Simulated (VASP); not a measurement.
Set up this calculation in VASP 6.6.1, as the native input.

```yaml
Task: single point
Functional: PBE0
Potentials_or_basis: VASP PAW PBE potentials, release 64 (C)
Cutoff: 520 eV
k_mesh: 6 × 6 × 2
Occupations: fermi-dirac, width 0.05 eV
Spin: no spin polarisation
Dipole_correction: no
Grid_for_exact_exchange_PRECFOCK: Normal
Further_INCAR_settings: ALGO = Normal; EDIFF = 1e-07; NBANDS = 11
```

C, a slab with vacuum:

```
C
1.0
     2.45617    0.00000    0.00000
    -1.22809    2.12711    0.00000
     0.00000    0.00000    8.52380
C
2
Direct
  0.66667 0.33333 0.00000
  0.33333 0.66667 0.00000
```

The input as run:

POSCAR

```
C
1.0
    2.4561701622      0.0000000000      0.0000000000
   -1.2280850811      2.1271057565      0.0000000000
    0.0000000000      0.0000000000      8.5238033600
C
2
Direct
    0.6666666667      0.3333333333      0.0000000000
    0.3333333333      0.6666666667      0.0000000000
```

INCAR.step1

```
SYSTEM = C
  ALGO = Normal
  EDIFF = 1E-5
  ENCUT = 520
  GGA = PE
  ISIF = 2
  ISMEAR = -1
  LASPH = .True.
  LCHARG = .False.
  LREAL = .False.
  LWAVE = .True.
  NBANDS = 11
  NELM = 60
  PREC = Accurate
  SIGMA = 0.05
```

INCAR.step2

```
SYSTEM = C
  AEXX = 0.25
  ALGO = Normal
  EDIFF = 1E-7
  ENCUT = 520
  GGA = PE
  ISIF = 2
  ISMEAR = -1
  ISTART = 1
  LASPH = .True.
  LCHARG = .False.
  LHFCALC = .True.
  LREAL = .False.
  LWAVE = .False.
  NBANDS = 11
  NELM = 60
  PREC = Accurate
  PRECFOCK = Normal
  SIGMA = 0.05
```

KPOINTS

```
k-points
0
Gamma
  6 6 2
  0 0 0
```

Potentials or basis: VASP PAW PBE potentials, release 64 (C).

Launch:

```console
$ cat potpaw_PBE.64/C/POTCAR > POTCAR
$ cp INCAR.step1 INCAR
$ mpirun -np 1 vasp_std > vasp.out
$ cp INCAR.step2 INCAR
$ mpirun -np 1 vasp_std > vasp.out
```

Results of the run:

```
Band gap on the k mesh : zero (band 4 reaches -0.48 eV, above the bottom of band 5 at -1.00 eV)
```

Caveat: the k points lie up to 0.49 Å⁻¹ apart.

It took 2.5 min on 1 thread of Intel(R) Xeon(R) 6975P-C (Granite Rapids), with other jobs on the host, peak memory 0.15 GiB.
